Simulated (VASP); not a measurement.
# AlN (AlN (P6_3mc)) (P6_3mc) in VASP: a series of runs

AlN (AlN (P6_3mc)) is run at these levels: PBE; tasks: single point, relaxation of the atoms.

Program: VASP 6.6.1. These are calculated values, not measurements. Logs are shortened: lines on timing, memory, paths and dates and some standing lists are left out, and cuts for length are marked.

## Step 1: The cell of the first run

The structure is hexagonal, space group P6_3mc (No. 186). The conventional cell has a = 3.130 Å, b = 3.130 Å, c = 5.017 Å, α = 90.00°, β = 90.00°, γ = 120.00°. Within 2.5 Å of Al (site symmetry 3m) lie 4 N at 1.90 to 1.91 Å. Within 2.5 Å of N (site symmetry 3m) lie 4 Al at 1.90 to 1.91 Å.

## Step 2: Single point, PBE

INCAR reads:

```
  PREC = Accurate
  ENCUT = 520
  EDIFF = 1E-7
  ISMEAR = -1
  SIGMA = 0.01
  LREAL = Auto
  LASPH = True
  NELM = 80
  ALGO = Normal
  ISIF = 2
  LWAVE = False
  LCHARG = True
  GGA = PE
  LELF = True
  LVHAR = True
  NBANDS = 46
```

KPOINTS reads:

```
Automatic mesh
0
Gamma
  2 2 3
```

POSCAR reads:

```
AlN
1.0
    6.2595139150      0.0000000574      0.0000000000
   -3.1297570072      5.4208980363      0.0000000000
    0.0000000000      0.0000000000      5.0174032967
Al N
8 8
Direct
    0.3333333333      0.1666666667      0.4992353700
    0.1666666667      0.3333333333      0.9992353700
    0.3333333333      0.6666666667      0.4992353700
    0.1666666667      0.8333333333      0.9992353700
    0.8333333333      0.1666666667      0.4992353700
    0.6666666667      0.3333333333      0.9992353700
    0.8333333333      0.6666666667      0.4992353700
    0.6666666667      0.8333333333      0.9992353700
    0.3333333333      0.1666666667      0.8807646300
    0.1666666667      0.3333333333      0.3807646300
    0.3333333333      0.6666666667      0.8807646300
    0.1666666667      0.8333333333      0.3807646300
    0.8333333333      0.1666666667      0.8807646300
    0.6666666667      0.3333333333      0.3807646300
    0.8333333333      0.6666666667      0.8807646300
    0.6666666667      0.8333333333      0.3807646300
```

Potentials or basis: VASP PAW PBE potentials, release 64 (Al, N).

Started as:

```sh
cat potpaw_PBE.64/Al/POTCAR potpaw_PBE.64/N/POTCAR > POTCAR
mpirun -np 1 vasp_std > vasp.out
```

OUTCAR:

```text
PREC = Accurate
   ENCUT = 520
   EDIFF = 1E-7
   ISMEAR = -1
   LREAL = Auto
   LASPH = True
   NELM = 80
   ISIF = 2
   GGA = PE

 ion  position               nearest neighbor table
   1  0.333  0.167  0.499-  10 1.90  12 1.90  14 1.90   9 1.91   2 3.09   2 3.09   4 3.09   4 3.09
                             6 3.09   6 3.09   3 3.13   3 3.13   7 3.13   7 3.13   5 3.13   5 3.13
   2  0.167  0.333  0.999-   9 1.90  11 1.90  13 1.90  10 1.91   1 3.09   1 3.09   3 3.09   3 3.09
                             5 3.09   5 3.09   4 3.13   4 3.13   8 3.13   8 3.13   6 3.13   6 3.13
   3  0.333  0.667  0.499-  12 1.90  10 1.90  16 1.90  11 1.91   4 3.09   4 3.09   2 3.09   2 3.09
                             8 3.09   8 3.09   1 3.13   1 3.13   5 3.13   5 3.13   7 3.13   7 3.13
   4  0.167  0.833  0.999-  11 1.90   9 1.90  15 1.90  12 1.91   3 3.09   3 3.09   1 3.09   1 3.09
                             7 3.09   7 3.09   2 3.13   2 3.13   6 3.13   6 3.13   8 3.13   8 3.13
   5  0.833  0.167  0.499-  14 1.90  16 1.90  10 1.90  13 1.91   6 3.09   6 3.09   8 3.09   8 3.09
                             2 3.09   2 3.09   7 3.13   7 3.13   3 3.13   3 3.13   1 3.13   1 3.13
   6  0.667  0.333  0.999-  13 1.90  15 1.90   9 1.90  14 1.91   5 3.09   5 3.09   7 3.09   7 3.09
                             1 3.09   1 3.09   8 3.13   8 3.13   4 3.13   4 3.13   2 3.13   2 3.13
   7  0.833  0.667  0.499-  16 1.90  14 1.90  12 1.90  15 1.91   8 3.09   8 3.09   6 3.09   6 3.09
                             4 3.09   4 3.09   5 3.13   5 3.13   1 3.13   1 3.13   3 3.13   3 3.13
   8  0.667  0.833  0.999-  15 1.90  13 1.90  11 1.90  16 1.91   7 3.09   7 3.09   5 3.09   5 3.09
                             3 3.09   3 3.09   6 3.13   6 3.13   2 3.13   2 3.13   4 3.13   4 3.13
   9  0.333  0.167  0.881-   2 1.90   4 1.90   6 1.90   1 1.91
  10  0.167  0.333  0.381-   1 1.90   3 1.90   5 1.90   2 1.91
  11  0.333  0.667  0.881-   4 1.90   2 1.90   8 1.90   3 1.91
  12  0.167  0.833  0.381-   3 1.90   1 1.90   7 1.90   4 1.91
  13  0.833  0.167  0.881-   6 1.90   8 1.90   2 1.90   5 1.91
  14  0.667  0.333  0.381-   5 1.90   7 1.90   1 1.90   6 1.91
[... 7 lines left out ...]
  Lattice vectors:

 A1 = (   6.2595139150,   0.0000000574,   0.0000000000)
 A2 = (  -3.1297570072,   5.4208980363,   0.0000000000)
 A3 = (   0.0000000000,   0.0000000000,   5.0174032967)

Analysis of symmetry for initial positions (statically):
=====================================================================
 Subroutine PRICEL returns following result:

  LATTYP: Found a hexagonal cell.
 ALAT       =     3.1297569575
 C/A-ratio  =     1.6031287301

  Lattice vectors:

 A1 = (   3.1297569575,   0.0000000287,   0.0000000000)
 A2 = (  -1.5648785036,   2.7104490181,   0.0000000000)
 A3 = (   0.0000000000,   0.0000000000,   5.0174032967)

   4 primitive cells build up your supercell.

 Routine SETGRP: Setting up the symmetry group for a
 hexagonal supercell.

 Subroutine GETGRP returns: Found 12 space group operations
 (whereof  6 operations were pure point group operations)
 out of a pool of 24 trial point group operations.

The static configuration has the point symmetry C_3v.
 The point group associated with its full space group is C_6v.

Analysis of symmetry for dynamics (positions and initial velocities):
=====================================================================
 Subroutine PRICEL returns following result:

  LATTYP: Found a hexagonal cell.
 ALAT       =     3.1297569575
 C/A-ratio  =     1.6031287301

  Lattice vectors:

 A1 = (   3.1297569575,   0.0000000287,   0.0000000000)
 A2 = (  -1.5648785036,   2.7104490181,   0.0000000000)
 A3 = (   0.0000000000,   0.0000000000,   5.0174032967)

   4 primitive cells build up your supercell.

 Routine SETGRP: Setting up the symmetry group for a
 hexagonal supercell.

 Subroutine GETGRP returns: Found 12 space group operations
 (whereof  6 operations were pure point group operations)
 out of a pool of 24 trial point group operations.

The dynamic configuration has the point symmetry C_3v.
 The point group associated with its full space group is C_6v.

 Subroutine INISYM returns: Found 12 space group operations
 (whereof  6 operations are pure point group operations),
 and found     4 'primitive' translations

----------------------------------------------------------------------------------------

                                     Primitive cell

  volume of cell :      42.5629

  direct lattice vectors                    reciprocal lattice vectors
     3.129756958  0.000000029  0.000000000     0.319513626  0.184471282  0.000000000
    -1.564878504  2.710449018  0.000000000    -0.000000003  0.368942558  0.000000000
     0.000000000  0.000000000  5.017403297     0.000000000  0.000000000  0.199306283

  length of vectors
     3.129756958  3.129756957  5.017403297     0.368942558  0.368942558  0.199306283

  position of ions in fractional coordinates (direct lattice)
     0.666666667  0.333333333  0.499235370
     0.333333333  0.666666667  0.999235370
     0.666666667  0.333333333  0.880764630
     0.333333333  0.666666667  0.380764630

  ion indices of the primitive-cell ions
   primitive index   ion index
                 1           1
                 2           2
                 3           9
                 4          10

----------------------------------------------------------------------------------------

 KPOINTS: Automatic mesh

Automatic generation of k-mesh.
 Grid dimensions read from file:
 generate k-points for:    2    2    3

 Generating k-lattice:

  Cartesian coordinates                     Fractional coordinates (reciprocal lattice)
     0.079878407  0.046117821  0.000000000     0.500000000  0.000000000  0.000000000
    -0.000000001  0.092235640  0.000000000     0.000000000  0.500000000  0.000000000
     0.000000000  0.000000000  0.066435428     0.000000000  0.000000000  0.333333333

  Length of vectors
     0.092235640  0.092235640  0.066435428

  Shift w.r.t. Gamma in fractional coordinates (k-lattice)
     0.000000000  0.000000000  0.000000000

 Subroutine IBZKPT returns following result:
 ===========================================

 Found      4 irreducible k-points:

 Following reciprocal coordinates:
            Coordinates               Weight
  0.000000  0.000000  0.000000      1.000000
  0.500000  0.000000  0.000000      3.000000
  0.000000  0.000000  0.333333      2.000000
  0.500000  0.000000  0.333333      6.000000
   k-points           NKPTS =      4   k-points in BZ     NKDIM =      4   number of bands    NBANDS=     46
   number of dos      NEDOS =    301   number of ions     NIONS =     16
   total plane-waves  NPLWV =  92160
   dimension x,y,z NGX =    48 NGY =   48 NGZ =   40
   dimension x,y,z NGXF=    96 NGYF=   96 NGZF=   80
   ions per type =               8   8
   NGX,Y,Z   is equivalent  to a cutoff of  12.75, 12.75, 13.25 a.u.
   NGXF,Y,Z  is equivalent  to a cutoff of  25.50, 25.50, 26.51 a.u.
 SYSTEM =  unknown system
   PREC   = accura    normal or accurate (medium, high low for compatibility)
   ISTART =      0    job   : 0-new  1-cont  2-samecut
   ICHARG =      2    charge: 1-file 2-atom 10-const
   ISPIN  =      1    spin polarized calculation?
   LNONCOLLINEAR =      F non collinear calculations
   LSORBIT =      F    spin-orbit coupling
   LASPH  =      T    aspherical Exc in radial PAW
   ENCUT  =  520.0 eV  38.22 Ry    6.18 a.u.  11.64 11.64  9.33*2*pi/ulx,y,z
   NELM   =     80;   NELMIN=  2; NELMDL= -5     # of ELM steps
   EDIFF  = 0.1E-06   stopping-criterion for ELM
   LREAL  =      T    real-space projection
   EDIFFG = 0.1E-05   stopping-criterion for IOM
   NSW    =      0    number of steps for IOM
   IBRION =     -1    ionic relax: 0-MD 1-quasi-New 2-CG
   NFREE  =      0    steps in history (QN), initial steepest desc. (CG)
   ISIF   =      2    stress and relaxation
   ISYM   =      2    0-nonsym 1-usesym 2-fastsym
   POTIM  = 0.5000    time-step for ionic-motion
   TEBEG  =    0.0;   TEEND  =   0.0 temperature during run
   PSTRESS=    0.0 pullay stress
   NELECT =      64.0000    total number of electrons
   NUPDOWN=      -1.0000    fix difference up-down
   EMIN   =  10.00;   EMAX   =-10.00  energy-range for DOS
   EFERMI =   0.00;   METHOD = LEGACY
   ISMEAR =    -1;   SIGMA  =   0.01  broadening in eV -4-tet -1-fermi 0-gaus
   EFERMI_NEDOS =   21; number of points for ismear=-14 and -15
   IALGO  =     38    algorithm
   IMIX   =      4    mixing-type and parameters
     AMIX     =   0.40;   BMIX     =  1.00
     AMIX_MAG =   1.60;   BMIX_MAG =  1.00
  volume/ion in A,a.u.               =      10.64        71.81
  Fermi-wavevector in a.u.,A,eV,Ry     =   1.181511  2.232733 18.993310  1.395969
  Thomas-Fermi vector in A             =   2.317783
   LORBIT       =      0    0 simple, 1 ext, 2 COOP (PROOUT), +10 PAW based schemes
   GGA     = PE    functional components
   LHFCALC =     F    Hartree Fock is set to
   AEXX    =    0.0000 exact exchange contribution
   IVDW    =     0    specifies the selected vdW correction
   LEPSILON=     F    determine dielectric tensor
   LRPA    =     F    only Hartree local field effects (RPA)
 non-spin polarized calculation
  energy-cutoff  :      520.00
  volume of cell :      170.25
 maximum number of plane-waves:      4626
 NGX is ok and might be reduce to    48
   NGX = 23   NGY = 23   NGZ = 19

 number of electron      63.9999991 magnetization

 Free energy of the ion-electron system (eV)
  ---------------------------------------------------
  ext. energy  EPLUGINS =         0.00000000
  ---------------------------------------------------
  free energy    TOTEN  =      -118.99133909 eV

  energy without entropy =     -118.99133909  energy(sigma->0) =     -118.99133909

 E-fermi :   6.2045     XC(G=0): -10.8253

 val. band max:        5.9818213207   @ k =   0.0000   0.0000   0.0000
 cond. band min:      10.0241801623   @ k =   0.0000   0.0000   0.0000
 fundamental gap:      4.0423588416
 Fermi energy:         6.2044602604

 k-point     1 :       0.0000    0.0000    0.0000
  band No.  band energies     occupation
      1      -9.0909      2.00000
      2      -7.1738      2.00000
      3      -7.1738      2.00000
      4      -7.1738      2.00000
      5      -7.0042      2.00000
      6      -6.4974      2.00000
[... 177 lines left out ...]
     43      14.7088      0.00000
     44      14.7088      0.00000
 [bands above 44 left out]

------------------------ aborting loop because EDIFF is reached ----------------------------------------

  FORCE on cell =-STRESS in cart. coord.  units (eV):
  Direction    XX          YY          ZZ          XY          YZ          ZX
  --------------------------------------------------------------------------------------
  -------------------------------------------------------------------------------------
  Total       -0.1022511     -0.1022511     -0.4313035     -0.0000000      0.0000000      0.0000000
  in kB       -0.9622495     -0.9622495     -4.0588475     -0.0000000      0.0000000      0.0000000
  external PRESSURE =      -1.9944489 kB  Pullay stress =       0.0000000 kB

 VOLUME and BASIS-vectors are now :
 -----------------------------------------------------------------------------
  energy-cutoff  :      520.00
  volume of cell :      170.25
      direct lattice vectors                 reciprocal lattice vectors
     6.259513915  0.000000057  0.000000000     0.159756813  0.092235641  0.000000000
    -3.129757007  5.420898036  0.000000000    -0.000000002  0.184471279  0.000000000
     0.000000000  0.000000000  5.017403297     0.000000000  0.000000000  0.199306283

 POSITION                                       TOTAL-FORCE (eV/Angst)
 -----------------------------------------------------------------------------------
      1.56488      0.90348      2.50487         0.000000      0.000000     -0.012297
     -0.00000      1.80697      5.01357         0.000000      0.000000     -0.012297
     -0.00000      3.61393      2.50487         0.000000      0.000000     -0.012297
     -1.56488      4.51742      5.01357         0.000000      0.000000     -0.012297
      4.69464      0.90348      2.50487        -0.000000      0.000000     -0.012297
      3.12976      1.80697      5.01357         0.000000      0.000000     -0.012297
[... 8 lines left out ...]
      3.12976      3.61393      4.41915         0.000000     -0.000000      0.012297
      1.56488      4.51742      1.91045        -0.000000     -0.000000      0.012297
 -----------------------------------------------------------------------------------
    total drift:                               -0.000000     -0.000000      0.036065

  FREE ENERGIE OF THE ION-ELECTRON SYSTEM (eV)
  ---------------------------------------------------
  free  energy   TOTEN  =      -118.9913390925 eV

  energy  without entropy=     -118.9913390925  energy(sigma->0) =     -118.99133909
```

It took 2.3 min on 1 thread of AMD EPYC 7R13, shared host; peak memory 0.26 GiB.

Results:

```yaml
Free_energy: -118.9913 eV
Pressure: -0.2 GPa
Largest_force: 0.012 eV/Å
Band_gap_on_the_k_mesh: 4.04 eV
```

Forces in eV/Å, atoms in the order of the input:
```
Al   0.000  0.000 -0.012
Al   0.000  0.000 -0.012
Al   0.000  0.000 -0.012
Al   0.000  0.000 -0.012
Al   0.000  0.000 -0.012
Al   0.000  0.000 -0.012
Al   0.000  0.000 -0.012
Al   0.000  0.000 -0.012
N    0.000  0.000  0.012
N    0.000  0.000  0.012
N    0.000  0.000  0.012
N    0.000  0.000  0.012
N    0.000  0.000  0.012
N    0.000  0.000  0.012
N    0.000  0.000  0.012
N    0.000  0.000  0.012
```

Stress tensor (GPa, compression positive):
```
-0.10  0.00  0.00
 0.00 -0.10  0.00
 0.00  0.00 -0.41
```

Levels at points of the mesh, in eV from the valence-band top:
| k point | band 30 | band 31 | band 32 | band 33 | band 34 | band 35 |
| --- | --- | --- | --- | --- | --- | --- |
| (0.00, 0.00, 0.00) | -0.20 | -0.20 | 0.00 | 4.04 | 5.75 | 5.75 |
| (0.50, 0.00, 0.00) | -0.43 | -0.41 | -0.41 | 5.70 | 5.70 | 6.05 |

Caveat: the k points lie up to 0.58 Å⁻¹ apart.

## Step 3: Relaxation of the atoms, PBE

INCAR reads:

```
SYSTEM = AlN
PREC     = Accurate       ! precision mode
ENCUT    = 520            ! plane-wave cutoff, eV
EDIFF    = 1E-7           ! SCF threshold, eV
ISMEAR   = 0              ! smearing method
SIGMA    = 0.01           ! smearing width, eV
LREAL    = Auto         
LASPH    = .True.         ! aspherical terms in the spheres
NELM     = 80             ! most SCF steps
ALGO     = Normal         ! electronic algorithm
ISIF     = 2              ! what is computed and relaxed
LWAVE    = .False.        ! write WAVECAR
LCHARG   = .False.        ! write CHGCAR
GGA      = PE             ! functional
IBRION   = 2              ! ionic algorithm
NSW      = 100            ! ionic steps
EDIFFG   = -0.03          ! ionic threshold
```

KPOINTS reads:

```
regular mesh
0
Gamma
  2 2 3
  0 0 0
```

POSCAR reads:

```
AlN
1.0
    6.2595139150      0.0000000600      0.0000000000
   -3.1297570050      5.4208980350      0.0000000000
    0.0000000000      0.0000000000      5.0174032967
Al N
8 8
Direct
    0.3333333350      0.1666666650      0.4992353700
    0.1666666650      0.3333333350      0.9992353700
    0.3333333350      0.6666666650      0.4992353700
    0.1666666650      0.8333333350      0.9992353700
    0.8333333350      0.1666666650      0.4992353700
    0.6666666650      0.3333333350      0.9992353700
    0.8333333350      0.6666666650      0.4992353700
    0.6666666650      0.8333333350      0.9992353700
    0.3333333350      0.1666666650      0.8807646300
    0.1666666650      0.3333333350      0.3807646300
    0.3333333350      0.6666666650      0.8807646300
    0.1666666650      0.8333333350      0.3807646300
    0.8333333350      0.1666666650      0.8807646300
    0.6666666650      0.3333333350      0.3807646300
    0.8333333350      0.6666666650      0.8807646300
    0.6666666650      0.8333333350      0.3807646300
```

Potentials or basis: VASP PAW PBE potentials, release 64 (Al, N).

Started as:

```sh
cat potpaw_PBE.64/Al/POTCAR potpaw_PBE.64/N/POTCAR > POTCAR
mpirun -np 1 vasp_std > vasp.out
```

Wall time 2.1 min (1 thread of AMD EPYC 7R13, shared host); peak memory 0.26 GiB.

It converged, with:

| Item | Value |
| --- | --- |
| Free energy | -118.9913 eV |
| Pressure after relaxing | -0.2 GPa |
| Largest force after relaxing | 0.012 eV/Å |
| Band gap on the k mesh | 4.04 eV |

Forces in eV/Å, atoms in the order of the input:
```
Al   0.000  0.000 -0.012
Al   0.000  0.000 -0.012
Al   0.000  0.000 -0.012
Al   0.000  0.000 -0.012
Al   0.000  0.000 -0.012
Al   0.000  0.000 -0.012
Al   0.000  0.000 -0.012
Al   0.000  0.000 -0.012
N    0.000  0.000  0.012
N    0.000  0.000  0.012
N    0.000  0.000  0.012
N    0.000  0.000  0.012
N    0.000  0.000  0.012
N    0.000  0.000  0.012
N    0.000  0.000  0.012
N    0.000  0.000  0.012
```

Stress tensor (GPa, compression positive):
```
-0.10  0.00  0.00
 0.00 -0.10  0.00
 0.00  0.00 -0.41
```

Final structure:
```yaml
crystal:
  lattice:
    - [6.25951, 0.00000, 0.00000]
    - [-3.12976, 5.42090, 0.00000]
    - [0.00000, 0.00000, 5.01740]
  atoms:
    - { symbol: Al, position: [0.33333, 0.16667, 0.49924] }
    - { symbol: Al, position: [0.16667, 0.33333, 0.99924] }
    - { symbol: Al, position: [0.33333, 0.66667, 0.49924] }
    - { symbol: Al, position: [0.16667, 0.83333, 0.99924] }
    - { symbol: Al, position: [0.83333, 0.16667, 0.49924] }
    - { symbol: Al, position: [0.66667, 0.33333, 0.99924] }
    - { symbol: Al, position: [0.83333, 0.66667, 0.49924] }
    - { symbol: Al, position: [0.66667, 0.83333, 0.99924] }
    - { symbol: N, position: [0.33333, 0.16667, 0.88076] }
    - { symbol: N, position: [0.16667, 0.33333, 0.38076] }
    - { symbol: N, position: [0.33333, 0.66667, 0.88076] }
    - { symbol: N, position: [0.16667, 0.83333, 0.38076] }
    - { symbol: N, position: [0.83333, 0.16667, 0.88076] }
    - { symbol: N, position: [0.66667, 0.33333, 0.38076] }
    - { symbol: N, position: [0.83333, 0.66667, 0.88076] }
    - { symbol: N, position: [0.66667, 0.83333, 0.38076] }
```

Levels at points of the mesh, in eV from the valence-band top:
```
           k point  band 28  band 29  band 30  band 31  band 32  band 33  band 34  band 35  band 36  band 37
(0.00, 0.00, 0.00)    -0.68    -0.68    -0.20    -0.20     0.00     4.04     5.75     5.75     5.75     5.75
(0.50, 0.00, 0.00)    -1.42    -0.43    -0.43    -0.41    -0.41     5.70     5.70     6.05     6.05     7.49
```

Caveat: the k points lie up to 0.58 Å⁻¹ apart; the relaxation stopped at its first step, so nothing moved. PBE gaps usually lie below the measured ones, often by a third to a half.
